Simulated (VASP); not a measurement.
Here is a VASP 6.6.1 calculation.

Contents of INCAR:

```
SYSTEM = Ta2SiO3
PREC     = Accurate       ! precision mode
ENCUT    = 520            ! plane-wave cutoff, eV
EDIFF    = 1E-6           ! SCF threshold, eV
ISMEAR   = 0              ! smearing method
SIGMA    = 0.1            ! smearing width, eV
LREAL    = .FALSE.        ! projectors in reciprocal space
LASPH    = .TRUE.         ! aspherical terms in the spheres
NELM     = 100            ! most SCF steps
ALGO     = Normal         ! electronic algorithm
ISIF     = 2              ! what is computed and relaxed
LWAVE    = .FALSE.        ! write WAVECAR
LCHARG   = .FALSE.        ! write CHGCAR
GGA      = PE             ! functional
NBANDS   = 31             ! bands
```

The input KPOINTS:

```
regular mesh
0
G
  6 6 4
  0 0 0
```

The input POSCAR:

```
Ta2SiO3
1.0
    5.0301887434      0.0000000000      0.0000000000
   -2.5150943717      4.3562712376      0.0000000000
    0.0000000000      0.0000000000      3.2179533031
Ta Si O
2 1 3
Direct
    0.3333333333      0.6666666667      0.5000000000
    0.6666666667      0.3333333333      0.5000000000
    0.0000000000      0.0000000000      0.0000000000
    0.5936560497      0.0000000000      0.0000000000
    0.0000000000      0.5936560497      0.0000000000
    0.4063439503      0.4063439503      0.0000000000
```

Potentials or basis: VASP PAW PBE potentials, release 64 (Ta_pv, Si, O).

The run is started by

```sh
$ cat potpaw_PBE.64/Ta_pv/POTCAR potpaw_PBE.64/Si/POTCAR potpaw_PBE.64/O/POTCAR > POTCAR
$ mpirun -np 1 vasp_std > vasp.out
```

**Question.** Estimate the pressure.

**Answer.** 0.4 GPa.

**Question.** What does it give for the largest force?

**Answer.** 0.019 eV/Å.

**Question.** Estimate the band gap on the k mesh.

**Answer.** 0.68 eV, direct.

Forces on the atoms (eV/Å):
```
Ta   0.000  0.000  0.000
Ta   0.000  0.000  0.000
Si   0.000  0.000  0.000
O    0.019  0.000  0.000
O   -0.009  0.016  0.000
O   -0.009 -0.016  0.000
```

Caveat: the k points lie up to 0.49 Å⁻¹ apart; spin-orbit coupling is left out, which moves the levels of the heavy elements. As with any semilocal functional, this PBE gap is likely too small.
